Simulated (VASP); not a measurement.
Wanted: the native input for a VASP 6.6.1 run.

| Item | Value |
| --- | --- |
| Task | single point |
| Functional | LDA |
| Potentials or basis | VASP PAW LDA potentials, release 64 (B) |
| Cutoff | 520 eV |
| k mesh | 9 × 9 × 9 |
| Occupations | gaussian, width 0.02 eV |
| Spin | no spin polarisation |
| Dipole correction | no |
| Further INCAR settings | ALGO = Normal; EDIFF = 1e-06; NBANDS = 30 |

The structure of B lies in POSCAR:

```
B
1.0
    2.4491963914      1.4140441975      4.1747204394
   -2.4491963914      1.4140441975      4.1747204394
    0.0000000000     -2.8280883901      4.1747204411
B
12
Direct
    0.0099586271      0.6550581712      0.0099586271
    0.0099586271      0.0099586271      0.6550581712
    0.6550581712      0.0099586271      0.0099586271
    0.3449418288      0.9900413729      0.9900413729
    0.9900413729      0.3449418288      0.9900413729
    0.9900413729      0.9900413729      0.3449418288
    0.2201856353      0.6318357236      0.2201856353
    0.2201856353      0.2201856353      0.6318357236
    0.6318357236      0.2201856353      0.2201856353
    0.3681642764      0.7798143647      0.7798143647
    0.7798143647      0.3681642764      0.7798143647
    0.7798143647      0.7798143647      0.3681642764
```

These files were run (other wordings do the same):

INCAR

```
ALGO = Normal
EDIFF = 1E-6
ENCUT = 520
ISIF = 2
ISMEAR = 0
LASPH = True
LCHARG = False
LREAL = False
LWAVE = False
NBANDS = 30
NELM = 80
PREC = Accurate
SIGMA = 0.02
```

KPOINTS

```
k-points
0
Gamma
  9 9 9
```

Potentials or basis: VASP PAW LDA potentials, release 64 (B).

Launch:

```sh
$ cat potpaw_LDA.64/B/POTCAR > POTCAR
$ mpirun -np 1 vasp_std > vasp.out
```

It gave:

The pressure is -6.9 GPa, the largest force is 0.017 eV/Å and the band gap on the k mesh is 1.57 eV, indirect (least direct gap 1.90 eV).

Run time: 4.7 min on 1 thread of Intel Xeon 6975P-C, with other jobs on the host, peak memory 0.28 GiB.
